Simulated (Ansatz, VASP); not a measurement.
**Al: VASP beside Ansatz**

File INCAR:

```
SYSTEM = Al
  ALGO = Normal
  EDIFF = 1E-7
  ENCUT = 520
  GGA = CA
  ISIF = 2
  ISMEAR = -1
  LASPH = .TRUE.
  LCHARG = .FALSE.
  LREAL = .FALSE.
  LWAVE = .FALSE.
  NBANDS = 14
  NELM = 100
  PREC = Accurate
  SIGMA = 0.1
```

KPOINTS

```
k-points
0
G
  14 14 4
  0 0 0
```

Contents of POSCAR:

```
Al
1.0
    2.9142891415      0.0000000000      0.0000000000
   -1.4571445708      2.5238484305      0.0000000000
    0.0000000000      0.0000000000      9.6632389366
Al
4
Direct
    1.0000000000      0.0000000000      0.0000000000
    1.0000000000      1.0000000000      0.5000000000
    0.3333333333      0.6666666667      0.2500000000
    0.6666666667      0.3333333333      0.7500000000
```

Input for Ansatz:

```yaml
crystal:
  lattice:
    - [2.9142891415, 0.0, 0.0]
    - [-1.4571445708, 2.5238484305, 0.0]
    - [0.0, 0.0, 9.6632389366]
  atoms:
    - { symbol: Al, position: [1.0, 0.0, 0.0] }
    - { symbol: Al, position: [1.0, 1.0, 0.5] }
    - { symbol: Al, position: [0.3333333333, 0.6666666667, 0.25] }
    - { symbol: Al, position: [0.6666666667, 0.3333333333, 0.75] }
hamiltonian:
  xc: lda
  pseudopotentials:
    kind: paw
    azcp:
      Al: "pseudopotentials/Al.paw.azcp"
basis:
  ecutwfc: 420
  fft_grid_basis: typed
kpoints:
  mp_grid: { grid: [14, 14, 4], shift: [0, 0, 0] }
magnetization:
  spin_polarized: false
scf:
  occupations: { method: fermi_dirac, width: 0.1 }
  lower_state_search: "off"
output:
  stress: true
```

Alike in both runs: task single point; functional LDA; k mesh 14 × 14 × 4; occupations fermi-dirac, width 0.1 eV; no spin polarisation.

|  | VASP | Ansatz |
| --- | --- | --- |
| version | VASP 6.6.1 | Ansatz 0.2.0 |
| potentials or method | VASP PAW LDA potentials, release 64 (Al), cutoff 520 eV | plane waves (420 eV) with PAW, scalar-relativistic |
| valence electrons in the cell | 12 | 12 |

```csv
,VASP,Ansatz,Ansatz less VASP
pressure (GPa),-7.2,-7.2,-0.02
"traceless stress, the component that is largest in VASP (GPa)",0.59,0.59,+0.002
```

Ansatz warns that its potentials were made for another functional, while VASP's fit it. LDA's correlation is that of Perdew and Zunger in VASP and of Perdew and Wang (1992) in Ansatz.
